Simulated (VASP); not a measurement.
Set up this calculation in VASP 6.6.1, as the native input.

```
Task                               : single point
Functional                         : HSE06
Potentials or basis                : VASP PAW PBE potentials, release 64 (K_sv, Br)
Cutoff                             : 520 eV
k mesh                             : 4 × 4 × 4
Occupations                        : gaussian, width 0.01 eV
Spin                               : no spin polarisation
Dipole correction                  : no
Grid for exact exchange (PRECFOCK) : Normal
Further INCAR settings             : ALGO = Normal; EDIFF = 1e-06; NBANDS = 15
Screening parameter                : 0.2079 1/Å
```

Crystal: KBr.

```
CELL_PARAMETERS angstrom
0.18979 3.75084 3.75084
3.75084 0.18979 3.75084
3.75084 3.75084 0.18979
ATOMIC_POSITIONS crystal
K 0.00562 0.00562 0.00562
Br 0.24438 0.24438 0.24438
```

This cell differs from its parent crystal: epitaxial 111 strain -3.5%.

One way to write it, as run:

POSCAR

```
KBr
1.0
    0.1897883889      3.7508413424      3.7508413424
    3.7508413424      0.1897883889      3.7508413424
    3.7508413424      3.7508413424      0.1897883889
K Br
1 1
Direct
    0.0056197218      0.0056197218      0.0056197218
    0.2443802782      0.2443802782      0.2443802782
```

INCAR.step1

```
SYSTEM = KBr
PREC = Accurate
ENCUT = 520
EDIFF = 1E-5
ISMEAR = 0
SIGMA = 0.01
LREAL = .False.
LASPH = .True.
NELM = 100
ALGO = Normal
ISIF = 2
LWAVE = .True.
NBANDS = 15
GGA = PE
```

INCAR.step2

```
SYSTEM = KBr
PREC = Accurate
ENCUT = 520
EDIFF = 1E-6
ISMEAR = 0
SIGMA = 0.01
LREAL = .False.
LASPH = .True.
NELM = 100
ALGO = Normal
ISIF = 2
LWAVE = .False.
LCHARG = .True.
GGA = PE
LHFCALC = .True.
HFSCREEN = 0.2079
PRECFOCK = Normal
LELF = .True.
LVHAR = .True.
NBANDS = 15
ISTART = 1
```

KPOINTS

```
Automatic mesh
0
Gamma
  4 4 4
  0 0 0
```

Potentials or basis: VASP PAW PBE potentials, release 64 (K_sv, Br).

Launch:

```bash
$ cat potpaw_PBE.64/K_sv/POTCAR potpaw_PBE.64/Br/POTCAR > POTCAR
$ cp INCAR.step1 INCAR
$ mpirun -np 1 vasp_std > vasp.out
$ cp INCAR.step2 INCAR
$ mpirun -np 1 vasp_std > vasp.out
```

It gave:

```yaml
Pressure: 0.4 GPa
Band_gap_on_the_k_mesh: 5.35 eV, indirect (least direct gap 5.38 eV)
```

Caveat: the cell differs from its parent crystal (epitaxial 111 strain -3.5%); the PAW data sets were made with another functional, which shifts forces and pressure a little.

It took 20 min on 1 thread of Intel(R) Xeon(R) Platinum 8375C CPU @ 2.90GHz (Ice Lake), on a shared host, peak memory 0.35 GiB.
